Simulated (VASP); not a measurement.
# Zr (P6/mmm) in VASP: further runs, part 2 of 2

VASP 6.6.1.

## (3) Single point, LDA

This run uses another cell than the first one, of 19.42 Å³/atom, 0.977 times its volume.

INCAR reads:

```
SYSTEM = Zr
PREC     = Accurate       ! precision mode
ENCUT    = 520            ! plane-wave cutoff, eV
EDIFF    = 1E-6           ! SCF threshold, eV
ISMEAR   = -1             ! smearing method
SIGMA    = 0.1            ! smearing width, eV
LREAL    = .False.        ! projectors in reciprocal space
LASPH    = .True.         ! aspherical terms in the spheres
NELM     = 80             ! most SCF steps
ALGO     = Normal         ! electronic algorithm
ISIF     = 2              ! what is computed and relaxed
LWAVE    = .False.        ! write WAVECAR
LCHARG   = .False.        ! write CHGCAR
GGA      = CA             ! functional
NBANDS   = 12             ! bands
```

KPOINTS reads:

```
Automatic mesh
0
Gamma
  15 15 14
  0 0 0
```

POSCAR reads:

```
Zr
1.0
    2.8338093533      0.0000000000      0.0000000000
   -1.4169046767      2.4541508895      0.0000000000
    0.0000000000      0.0000000000      2.7917481553
Zr
1
Direct
    0.0000000000      0.0000000000      0.0000000000
```

Potentials or basis: VASP PAW LDA potentials, release 64 (Zr_sv).

The run is started by

```bash
> cat potpaw_LDA.64/Zr_sv/POTCAR > POTCAR
> mpirun -np 1 vasp_std > vasp.out
```

OUTCAR:

```text
SYSTEM = Zr
   PREC = Accurate
   ENCUT = 520
   EDIFF = 1E-6
   ISMEAR = -1
   LREAL = .False.
   LASPH = .True.
   NELM = 80
   ISIF = 2
   GGA = CA

 ion  position               nearest neighbor table
   1  0.000  0.000  0.000-

  LATTYP: Found a hexagonal cell.
 ALAT       =     2.8338093533
 C/A-ratio  =     0.9851573650

  Lattice vectors:

 A1 = (   2.8338093533,   0.0000000000,   0.0000000000)
 A2 = (  -1.4169046767,   2.4541508895,   0.0000000000)
 A3 = (   0.0000000000,   0.0000000000,   2.7917481553)

Analysis of symmetry for initial positions (statically):
=====================================================================
 Subroutine PRICEL returns:
 Original cell was already a primitive cell.

 Routine SETGRP: Setting up the symmetry group for a
 hexagonal supercell.

 Subroutine GETGRP returns: Found 24 space group operations
 (whereof 24 operations were pure point group operations)
 out of a pool of 24 trial point group operations.

The static configuration has the point symmetry D_6h.

Analysis of symmetry for dynamics (positions and initial velocities):
[... 159 lines left out ...]
 val. band max:       10.5648031287   @ k =   0.1333  -0.0000   0.3571
 cond. band min:      10.6150767869   @ k =   0.2000   0.0667   0.0714
 fundamental gap:      0.0502736582
 Fermi energy:        10.5779466916

 k-point     1 :       0.0000    0.0000    0.0000
  band No.  band energies     occupation
      1     -37.5772      2.00000
      2     -14.8744      2.00000
      3     -14.5819      2.00000
      4     -14.5819      2.00000
      5       5.2590      2.00000
      6       8.3263      2.00000
      7      11.9040      0.00000
      8      11.9040      0.00000
      9      17.6025      0.00000
     10      17.6025      0.00000
     11      22.3263      0.00000
     12      24.2215      0.00000
[... 331 lines left out ...]
 k-point    24 :       0.4000    0.2000    0.0000
  band No.  band energies     occupation
      1     -37.1505      2.00000
      2     -16.5290      2.00000
      3     -15.6022      2.00000
      4     -14.5686      2.00000
      5       8.8115      2.00000
      6      10.0072      1.99338
      7      11.7843      0.00001
      8      13.5290      0.00000
      9      15.3698      0.00000
     10      18.9499      0.00000
     11      21.1849      0.00000
     12      21.8179      0.00000

 [... further k-points ...]
[... 5 lines left out ...]
  --------------------------------------------------------------------------------------
  -------------------------------------------------------------------------------------
  Total        1.8448967      1.8448967      1.8387734     -0.0000000      0.0000000     -0.0000000
  in kB      152.2420085    152.2420086    151.7367118     -0.0000000      0.0000000     -0.0000000
  external PRESSURE =     152.0735763 kB  Pullay stress =       0.0000000 kB

 VOLUME and BASIS-vectors are now :
 -----------------------------------------------------------------------------
  energy-cutoff  :      520.00
  volume of cell :       19.42
      direct lattice vectors                 reciprocal lattice vectors
     2.833809353  0.000000000  0.000000000     0.352881890  0.203736454  0.000000000
    -1.416904677  2.454150890  0.000000000     0.000000000  0.407472908  0.000000000
     0.000000000  0.000000000  2.791748155     0.000000000  0.000000000  0.358198499

 POSITION                                       TOTAL-FORCE (eV/Angst)
 -----------------------------------------------------------------------------------
      0.00000      0.00000      0.00000         0.000000      0.000000      0.000000
 -----------------------------------------------------------------------------------
    total drift:                                0.000000      0.000000      0.000000

  FREE ENERGIE OF THE ION-ELECTRON SYSTEM (eV)
  ---------------------------------------------------
  free  energy   TOTEN  =        -8.8586377461 eV

  energy  without entropy=       -8.8333901660  energy(sigma->0) =       -8.84601396
```

stdout:

```text
POSCAR found type information on POSCAR Zr
 POSCAR found :  1 types and       1 ions
 scaLAPACK will be used
 LDA part: xc-table for (Slater(with rela. corr.)+CA(PZ))
 , standard interpolation
 POSCAR, INCAR and KPOINTS ok, starting setup
 FFT: planning ... GRIDC
 FFT: planning ... GRID_SOFT
 FFT: planning ... GRID
 WAVECAR not read
 entering main loop
```

It took 12 s on 1 thread of Intel Xeon 6975P-C (Granite Rapids), shared host; peak memory 0.16 GiB.

Results:

```
Free energy            : -8.8586 eV
Pressure               : 15.2 GPa
Band gap on the k mesh : zero (band 6 reaches 11.32 eV, above the bottom of band 7 at 10.15 eV)
```

Levels at points of the mesh, in eV from the Fermi level:
| k point | band 2 | band 3 | band 4 | band 5 | band 6 | band 7 | band 8 | band 9 | band 10 | band 11 |
| --- | --- | --- | --- | --- | --- | --- | --- | --- | --- | --- |
| (0.00, 0.00, 0.00) | -25.45 | -25.16 | -25.16 | -5.32 | -2.25 | 1.33 | 1.33 | 7.02 | 7.02 | 11.75 |
| (0.00, 0.00, 0.50) | -27.22 | -25.01 | -25.01 | -2.35 | 0.74 | 2.09 | 2.09 | 3.83 | 3.83 | 11.17 |

## (4) Single point, LDA

This run uses another cell than the first one, of 19.42 Å³/atom, 0.978 times its volume.

INCAR reads:

```
PREC     = Accurate       # precision mode
ENCUT    = 520            # plane-wave cutoff, eV
EDIFF    = 1E-6           # SCF threshold, eV
ISMEAR   = -1             # smearing method
SIGMA    = 0.1            # smearing width, eV
LREAL    = False          # projectors in reciprocal space
LASPH    = True           # aspherical terms in the spheres
NELM     = 60             # most SCF steps
ALGO     = Normal         # electronic algorithm
ISIF     = 2              # what is computed and relaxed
LWAVE    = False          # write WAVECAR
LCHARG   = False          # write CHGCAR
GGA      = CA             # functional
NBANDS   = 12             # bands
```

KPOINTS reads:

```
regular mesh
0
Gamma
  15 15 14
```

POSCAR reads:

```
Zr
1.0
    2.8340573089      0.0000000000      0.0000000000
   -1.4170286545      2.4543656252      0.0000000000
    0.0000000000      0.0000000000      2.7919984598
Zr
1
Direct
    0.0000000000      0.0000000000      0.0000000000
```

The run is started by

```bash
> cat potpaw_LDA.64/Zr_sv/POTCAR > POTCAR
> mpirun -np 1 vasp_std > vasp.out
```

Wall time 12 s (1 thread of Intel Xeon 6975P-C (Granite Rapids), shared host); peak memory 0.16 GiB.

It converged, with:

- Free energy: -8.8591 eV
- Pressure: 15.2 GPa
- Band gap on the k mesh: zero (band 6 reaches 11.31 eV, above the bottom of band 7 at 10.15 eV)

Levels at points of the mesh, in eV from the Fermi level:
| k point | band 3 | band 4 | band 5 | band 6 | band 7 | band 8 | band 9 | band 10 |
| --- | --- | --- | --- | --- | --- | --- | --- | --- |
| (0.00, 0.00, 0.00) | -25.16 | -25.16 | -5.32 | -2.25 | 1.33 | 1.33 | 7.02 | 7.02 |
| (0.00, 0.00, 0.50) | -25.01 | -25.01 | -2.35 | 0.74 | 2.09 | 2.09 | 3.83 | 3.83 |

## (5) Relaxation of cell and atoms, LDA, target pressure 15 GPa, at which the enthalpy is minimised

This run uses another cell than the first one, of 19.42 Å³/atom, 0.977 times its volume.

INCAR reads:

```
SYSTEM = Zr
ALGO = Normal
EDIFF = 1E-7
EDIFFG = -0.005
ENCUT = 600
GGA = CA
IBRION = 2
ISIF = 3
ISMEAR = -1
LASPH = .True.
LCHARG = .False.
LREAL = .False.
LWAVE = .False.
NELM = 80
NSW = 32
PREC = Accurate
PSTRESS = 150.0
SIGMA = 0.1
```

KPOINTS reads:

```
k-points
0
Gamma
  15 15 14
  0 0 0
```

POSCAR reads:

```
Zr
1.0
    2.8338093533      0.0000000000      0.0000000000
   -1.4169046767      2.4541508895      0.0000000000
    0.0000000000      0.0000000000      2.7917481553
Zr
1
Direct
    0.0000000000      0.0000000000      0.0000000000
```

The run is started by

```bash
> cat potpaw_LDA.64/Zr_sv/POTCAR > POTCAR
> mpirun -np 1 vasp_std > vasp.out
```

Wall time 24 s (1 thread of Intel Xeon 6975P-C (Granite Rapids), shared host); peak memory 0.17 GiB.

It converged, with:

```
Free energy                                            : -8.8612 eV
Relaxed volume                                         : 19.44 Å³/atom
Relaxed cell                                           : a = 2.835 Å, b = 2.835 Å, c = 2.793 Å, α = 90.00°, β = 90.00°, γ = 120.00°
Space group after relaxing (to 0.05 Å)                 : P6/mmm (No. 191)
Energy change on relaxing (the enthalpy is what falls) : -2.5 meV/atom
Ionic steps                                            : 3
Pressure after relaxing                                : 15.0 GPa
Band gap on the k mesh                                 : zero (band 6 reaches 11.30 eV, above the bottom of band 7 at 10.14 eV)
```

Step by step:
| step | energy change (eV) | largest force (eV/Å) | pressure (GPa) | volume (Å³) |
| --- | --- | --- | --- | --- |
| 1 | 0.0000 | 0.0000 | 15.20 | 19.42 |
| 2 | -0.0063 | 0.0000 | 14.70 | 19.48 |
| 3 | -0.0025 | 0.0000 | 15.00 | 19.44 |

Final structure:
```
CELL_PARAMETERS angstrom
2.83522 0.00000 0.00000
-1.41761 2.45537 0.00000
0.00000 0.00000 2.79277
ATOMIC_POSITIONS crystal
Zr 0.00000 0.00000 0.00000
```

Levels at points of the mesh, in eV from the Fermi level:
| k point | band 2 | band 3 | band 4 | band 5 | band 6 | band 7 | band 8 | band 9 | band 10 |
| --- | --- | --- | --- | --- | --- | --- | --- | --- | --- |
| (0.00, 0.00, 0.00) | -25.46 | -25.17 | -25.17 | -5.32 | -2.25 | 1.33 | 1.33 | 7.01 | 7.01 |
| (0.00, 0.00, 0.50) | -27.22 | -25.01 | -25.01 | -2.35 | 0.74 | 2.09 | 2.09 | 3.83 | 3.83 |

Caveat: the cell is relaxed towards a set pressure, so the enthalpy falls and the energy may rise.

## (6) Overview

```tsv
task	cell	cutoff (eV)	gap on the mesh (eV)	pressure (GPa)
relaxation of cell and atoms	relaxed to 15 GPa from a = 2.901, b = 2.901, c = 2.727 Å, angles 90.0, 90.0, 120.0°, 1 atom	600	none	15.0
single point	a = 2.834, b = 2.834, c = 2.792 Å, angles 90.0, 90.0, 120.0°, 1 atom	520	none	15.2
relaxation of cell and atoms	relaxed to 15 GPa from a = 2.834, b = 2.834, c = 2.792 Å, angles 90.0, 90.0, 120.0°, 1 atom	600	none	15.0
```

Alike in all rows: level LDA; potentials or basis VASP PAW LDA potentials, release 64 (Zr_sv); no spin polarisation; k mesh 15 × 15 × 14; smearing fermi-dirac 0.1 eV.

Caveats: the cell is relaxed towards a set pressure, so the enthalpy falls and the energy may rise (some runs).

Total energies depend on the potentials used, so only differences within one code and one set of settings carry meaning.
